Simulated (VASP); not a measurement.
# HfO2 (Fm-3m) in VASP: further runs, part 2 of 3

VASP 6.6.1.

### Step 3. Relaxation of cell and atoms, LDA, target pressure 2 GPa, at which the enthalpy is minimised

This run uses another cell than the first one, of 10.42 Å³/atom, 1.007 times its volume.

INCAR reads:

```
PREC     = Accurate       # precision mode
ENCUT    = 600            # plane-wave cutoff, eV
EDIFF    = 1E-6           # SCF threshold, eV
ISMEAR   = 0              # smearing method
SIGMA    = 0.01           # smearing width, eV
LREAL    = False          # projectors in reciprocal space
LASPH    = True           # aspherical terms in the spheres
NELM     = 100            # most SCF steps
ALGO     = Normal         # electronic algorithm
ISIF     = 3              # what is computed and relaxed
LWAVE    = False          # write WAVECAR
LCHARG   = False          # write CHGCAR
GGA      = CA             # functional
IBRION   = 2              # ionic algorithm
NSW      = 80             # ionic steps
EDIFFG   = -0.001         # ionic threshold
PSTRESS  = 20.0
```

KPOINTS reads:

```
regular mesh
0
Gamma
  8 8 8
```

POSCAR reads:

```
HfO2
1.0
    0.0000000000      2.5004917822      2.5004917822
    2.5004917822      0.0000000000      2.5004917822
    2.5004917822      2.5004917822      0.0000000000
Hf O
1 2
Direct
    0.0000000000      0.0000000000      0.0000000000
    0.2500000000      0.2500000000      0.2500000000
    0.7500000000      0.7500000000      0.7500000000
```

Potentials or basis: VASP PAW LDA potentials, release 64 (Hf_pv, O).

Command:

```bash
cat potpaw_LDA.64/Hf_pv/POTCAR potpaw_LDA.64/O/POTCAR > POTCAR
mpirun -np 1 vasp_std > vasp.out
```

OUTCAR:

```text
PREC = Accurate
   ENCUT = 600
   EDIFF = 1E-6
   ISMEAR = 0
   LREAL = False
   LASPH = True
   NELM = 100
   ISIF = 3
   GGA = CA
   IBRION = 2
   NSW = 80
   EDIFFG = -0.001
   PSTRESS = 20.0

 ion  position               nearest neighbor table
   1  0.000  0.000  0.000-   3 2.17   3 2.17   3 2.17   2 2.17   3 2.17   2 2.17   2 2.17   2 2.17

   2  0.250  0.250  0.250-   1 2.17   1 2.17   1 2.17   1 2.17
   3  0.750  0.750  0.750-   1 2.17   1 2.17   1 2.17   1 2.17

  LATTYP: Found a face centered cubic cell.
 ALAT       =     5.0009835644

  Lattice vectors:

 A1 = (   0.0000000000,   2.5004917822,   2.5004917822)
 A2 = (   2.5004917822,   0.0000000000,   2.5004917822)
 A3 = (   2.5004917822,   2.5004917822,   0.0000000000)

Analysis of symmetry for initial positions (statically):
=====================================================================
 Subroutine PRICEL returns:
 Original cell was already a primitive cell.

 Routine SETGRP: Setting up the symmetry group for a
 face centered cubic supercell.

 Subroutine GETGRP returns: Found 48 space group operations
 (whereof 48 operations were pure point group operations)
 out of a pool of 48 trial point group operations.

The static configuration has the point symmetry O_h .

Analysis of symmetry for dynamics (positions and initial velocities):
=====================================================================
 Subroutine PRICEL returns:
 Original cell was already a primitive cell.

 Routine SETGRP: Setting up the symmetry group for a
 face centered cubic supercell.

 Subroutine GETGRP returns: Found 48 space group operations
 (whereof 48 operations were pure point group operations)
 out of a pool of 48 trial point group operations.

The dynamic configuration has the point symmetry O_h .

 Subroutine INISYM returns: Found 48 space group operations
 (whereof 48 operations are pure point group operations),
 and found     1 'primitive' translations

----------------------------------------------------------------------------------------

                                     Primitive cell

  volume of cell :      31.2684

  direct lattice vectors                    reciprocal lattice vectors
     0.000000000  2.500491782  2.500491782    -0.199960665  0.199960665  0.199960665
     2.500491782  0.000000000  2.500491782     0.199960665 -0.199960665  0.199960665
     2.500491782  2.500491782  0.000000000     0.199960665  0.199960665 -0.199960665

  length of vectors
     3.536229391  3.536229391  3.536229391     0.346342032  0.346342032  0.346342032

  position of ions in fractional coordinates (direct lattice)
     0.000000000  0.000000000  0.000000000
     0.250000000  0.250000000  0.250000000
     0.750000000  0.750000000  0.750000000

  ion indices of the primitive-cell ions
   primitive index   ion index
                 1           1
                 2           2
                 3           3

----------------------------------------------------------------------------------------

 KPOINTS: regular mesh

Automatic generation of k-mesh.
[... 49 lines left out ...]
   number of dos      NEDOS =    301   number of ions     NIONS =      3
   total plane-waves  NPLWV =  21952
   dimension x,y,z NGX =    28 NGY =   28 NGZ =   28
   dimension x,y,z NGXF=    56 NGYF=   56 NGZF=   56
   ions per type =               1   2
   NGX,Y,Z   is equivalent  to a cutoff of  13.16, 13.16, 13.16 a.u.
   NGXF,Y,Z  is equivalent  to a cutoff of  26.33, 26.33, 26.33 a.u.
 SYSTEM =  unknown system
   PREC   = accura    normal or accurate (medium, high low for compatibility)
   ISTART =      0    job   : 0-new  1-cont  2-samecut
   ICHARG =      2    charge: 1-file 2-atom 10-const
   ISPIN  =      1    spin polarized calculation?
   LNONCOLLINEAR =      F non collinear calculations
   LSORBIT =      F    spin-orbit coupling
   LASPH  =      T    aspherical Exc in radial PAW
   ENCUT  =  600.0 eV  44.10 Ry    6.64 a.u.   7.06  7.06  7.06*2*pi/ulx,y,z
   NELM   =    100;   NELMIN=  2; NELMDL= -5     # of ELM steps
   EDIFF  = 0.1E-05   stopping-criterion for ELM
   LREAL  =      F    real-space projection
   EDIFFG = -.1E-02   stopping-criterion for IOM
   NSW    =     80    number of steps for IOM
   IBRION =      2    ionic relax: 0-MD 1-quasi-New 2-CG
   NFREE  =      1    steps in history (QN), initial steepest desc. (CG)
   ISIF   =      3    stress and relaxation
   ISYM   =      2    0-nonsym 1-usesym 2-fastsym
   POTIM  = 0.5000    time-step for ionic-motion
   TEBEG  =    0.0;   TEEND  =   0.0 temperature during run
   PSTRESS=   20.0 pullay stress
   NELECT =      22.0000    total number of electrons
   NUPDOWN=      -1.0000    fix difference up-down
   EMIN   =  10.00;   EMAX   =-10.00  energy-range for DOS
   EFERMI =   0.00;   METHOD = LEGACY
   ISMEAR =     0;   SIGMA  =   0.01  broadening in eV -4-tet -1-fermi 0-gaus
   EFERMI_NEDOS =   21; number of points for ismear=-14 and -15
   IALGO  =     38    algorithm
   IMIX   =      4    mixing-type and parameters
     AMIX     =   0.40;   BMIX     =  1.00
     AMIX_MAG =   1.60;   BMIX_MAG =  1.00
  volume/ion in A,a.u.               =      10.42        70.34
  Fermi-wavevector in a.u.,A,eV,Ry     =   1.456063  2.751561 28.845994  2.120121
  Thomas-Fermi vector in A             =   2.573025
   LORBIT       =      0    0 simple, 1 ext, 2 COOP (PROOUT), +10 PAW based schemes
   GGA     = CA    functional components
   LHFCALC =     F    Hartree Fock is set to
   AEXX    =    0.0000 exact exchange contribution
   IVDW    =     0    specifies the selected vdW correction
   LEPSILON=     F    determine dielectric tensor
   LRPA    =     F    only Hartree local field effects (RPA)
 conjugate gradient relaxation of ions
 non-spin polarized calculation
 Gauss-broadening in eV      SIGMA  =   0.01
  energy-cutoff  :      600.00
  volume of cell :       31.27
 maximum number of plane-waves:      1056
   NGX = 15   NGY = 15   NGZ = 15

--------------------------------------- Ionic step        1  -------------------------------------------

 number of electron      22.0000000 magnetization

 Free energy of the ion-electron system (eV)
  ---------------------------------------------------
  ext. energy  EPLUGINS =         0.00000000
  ---------------------------------------------------
  free energy    TOTEN  =       -33.07410498 eV

  energy without entropy =      -33.07410498  energy(sigma->0) =      -33.07410498

------------------------ aborting loop because EDIFF is reached ----------------------------------------

  FORCE on cell =-STRESS in cart. coord.  units (eV):
  Direction    XX          YY          ZZ          XY          YZ          ZX
  --------------------------------------------------------------------------------------
  -------------------------------------------------------------------------------------
  Total       -0.6823936     -0.6823936     -0.6823936     -0.0000000      0.0000000      0.0000000
  in kB      -34.9654596    -34.9654596    -34.9654596     -0.0000000      0.0000000      0.0000000
  external PRESSURE =     -54.9654596 kB  Pullay stress =      20.0000000 kB
[... 221 lines left out ...]
--------------------------------------- Ionic step        7  -------------------------------------------

 number of electron      22.0000007 magnetization

 Free energy of the ion-electron system (eV)
  ---------------------------------------------------
  ext. energy  EPLUGINS =         0.00000000
  ---------------------------------------------------
  free energy    TOTEN  =       -33.07704771 eV

  energy without entropy =      -33.07704771  energy(sigma->0) =      -33.07704771

 E-fermi :   4.6392     XC(G=0): -12.6313

 val. band max:        4.5948062366   @ k =   0.5000   0.5000   0.0000
 cond. band min:       8.3496712962   @ k =   0.5000   0.5000   0.0000
 fundamental gap:      3.7548650596
 Fermi energy:         4.6391859117

 k-point     1 :       0.0000    0.0000    0.0000
  band No.  band energies     occupation
      1     -24.6314      2.00000
      2     -24.6314      2.00000
      3     -24.6314      2.00000
      4     -14.2682      2.00000
      5     -10.7899      2.00000
      6      -1.1981      2.00000
      7      -1.1981      2.00000
      8      -1.1981      2.00000
      9       3.9529      2.00000
     10       3.9529      2.00000
     11       3.9529      2.00000
     12       8.4151      0.00000
     13       8.4151      0.00000
     14      10.7730      0.00000
[... 401 lines left out ...]
      2     -24.8702      2.00000
      3     -24.7371      2.00000
      4     -12.4459      2.00000
      5     -11.7325      2.00000
      6      -0.6120      2.00000
      7      -0.1585      2.00000
      8       0.7973      2.00000
      9       2.2589      2.00000
     10       3.1455      2.00000
     11       3.2954      2.00000
     12       9.2328      0.00000
     13       9.6965      0.00000
     14      12.1073      0.00000
     15      13.1541      0.00000

 [... further k-points ...]
[... 5 lines left out ...]
  --------------------------------------------------------------------------------------
  -------------------------------------------------------------------------------------
  Total        0.3844197      0.3844197      0.3844197      0.0000000      0.0000000     -0.0000000
  in kB       20.0827671     20.0827671     20.0827671      0.0000000      0.0000000     -0.0000000
  external PRESSURE =       0.0827671 kB  Pullay stress =      20.0000000 kB
[... 22 lines left out ...]
  energy  without entropy=      -33.0770477096  energy(sigma->0) =      -33.07704771

  enthalpy is  TOTEN    =       -32.6942123065 eV   P V=        0.3828354032

 reached required accuracy - stopping structural energy minimisation
```

Run time: 40 s. Hardware: 1 thread of Intel Xeon Platinum 8259CL at 2.50GHz (Skylake/Cascade Lake), shared host; peak memory 0.16 GiB.

What came out:

* Free energy: -33.0770 eV
* Relaxed volume: 10.22 Å³/atom
* Relaxed cell: a = 3.513 Å, b = 3.513 Å, c = 3.513 Å, α = 60.00°, β = 60.00°, γ = 60.00°
* Space group after relaxing (to 0.05 Å): Fm-3m (No. 225)
* Energy change on relaxing (the enthalpy is what falls): -1.0 meV/atom
* Ionic steps: 7
* Pressure after relaxing: 2.0 GPa
* Band gap on the k mesh: 3.75 eV, direct

The path:
```
step  energy change (eV)  largest force (eV/Å)  pressure (GPa)  volume (Å³)
   1              0.0000                0.0000           -3.50        31.27
   2              0.0411                0.0000           12.52        29.68
   3             -0.0030                0.0000            1.96        30.68
   4             -0.0029                0.0000            2.05        30.67
   5             -0.0031                0.0000            1.93        30.68
   6             -0.0030                0.0000            1.96        30.67
   7             -0.0029                0.0000            2.01        30.67
```

Final structure:
```yaml
crystal:
  lattice:
    - [0.00000, 2.48440, 2.48440]
    - [2.48440, 0.00000, 2.48440]
    - [2.48440, 2.48440, 0.00000]
  atoms:
    - { symbol: Hf, position: [0.00000, 0.00000, 0.00000] }
    - { symbol: O, position: [0.25000, 0.25000, 0.25000] }
    - { symbol: O, position: [0.75000, 0.75000, 0.75000] }
```

Caveat: the cell is relaxed towards a set pressure, so the enthalpy falls and the energy may rise; spin-orbit coupling is left out, which moves the levels of the heavy elements.

(Part 2 of 3 ends here.)
